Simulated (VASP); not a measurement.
Input of a VASP 6.6.1 run:

INCAR

```
SYSTEM = Hf6Be
PREC = Accurate ; ENCUT = 600
EDIFF = 1E-6 ; ISMEAR = 0
SIGMA = 0.1 ; LREAL = .FALSE.
LASPH = .TRUE. ; NELM = 100
ALGO = Normal ; ISIF = 3
LWAVE = .FALSE. ; LCHARG = .FALSE.
GGA = PE ; IBRION = 2
NSW = 100 ; EDIFFG = -0.01
```

The input KPOINTS:

```
Automatic mesh
0
G
  6 6 6
  0 0 0
```

File POSCAR:

```
Hf6Be
1.0
    7.1242584966      0.0000000000      0.0000000000
    0.0000000000      7.1242584966      0.0000000000
    0.0000000000      0.0000000000      7.1242584966
Hf Be
6 1
Direct
    0.2169065678      0.5000000000      0.5000000000
    0.5000000000      0.5000000000      0.7830934322
    0.5000000000      0.5000000000      0.2169065678
    0.5000000000      0.2169065678      0.5000000000
    0.5000000000      0.7830934322      0.5000000000
    0.7830934322      0.5000000000      0.5000000000
    0.0000000000      0.0000000000      0.0000000000
```

Potentials or basis: VASP PAW PBE potentials, release 64 (Hf_pv, Be).

Launch:

```console
$ cat potpaw_PBE.64/Hf_pv/POTCAR potpaw_PBE.64/Be/POTCAR > POTCAR
$ mpirun -np 1 vasp_std > vasp.out
```

(1) Estimate the relaxed cell.

(2) Predict the relaxed volume.

(3) Estimate the band gap on the k mesh.

(4) What does it give for the space group after relaxing (to 0.05 Å)?

Results:

(1) a = 7.157 Å, b = 7.157 Å, c = 7.157 Å, α = 90.00°, β = 90.00°, γ = 90.00°.

(2) 52.38 Å³/atom.

(3) zero (band 31 reaches -0.05 eV, above the bottom of band 32 at -0.41 eV).

(4) Pm-3m (No. 221).

Caveat: spin-orbit coupling is left out, which moves the levels of the heavy elements.
